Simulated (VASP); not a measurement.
Set up this calculation in VASP 6.6.1, as the native input.

```
Task                   : single point
Functional             : PBE
Potentials or basis    : VASP PAW PBE potentials, release 64 (Ir)
Cutoff                 : 520 eV
k mesh                 : 18 × 18 × 17
Occupations            : fermi-dirac, width 0.08 eV
Spin                   : no spin polarisation
Dipole correction      : no
Further INCAR settings : ALGO = Normal; EDIFF = 1e-06; NBANDS = 10
```

The structure of Ir lies in POSCAR:

```
Ir
1.0
    2.4517784638      0.0000000000      0.0000000000
   -1.2258892319      2.1233024341      0.0000000000
    0.0000000000      0.0000000000      2.3519515939
Ir
1
Direct
    0.0000000000      0.0000000000      0.0000000000
```

These files were run (other wordings do the same):

INCAR

```
SYSTEM = Ir
  ALGO = Normal
  EDIFF = 1E-6
  ENCUT = 520
  GGA = PE
  ISIF = 2
  ISMEAR = -1
  LASPH = .True.
  LCHARG = .False.
  LREAL = .False.
  LWAVE = .False.
  NBANDS = 10
  NELM = 60
  PREC = Accurate
  SIGMA = 0.08
```

KPOINTS

```
k-points
0
Gamma
  18 18 17
  0 0 0
```

Potentials or basis: VASP PAW PBE potentials, release 64 (Ir).

Launch:

```sh
$ cat potpaw_PBE.64/Ir/POTCAR > POTCAR
$ mpirun -np 1 vasp_std > vasp.out
```

It gave:

```yaml
Pressure: 141.5 GPa
```

It took 47 s on 1 thread of Intel Xeon 8259CL (shared host), peak memory 0.15 GiB.
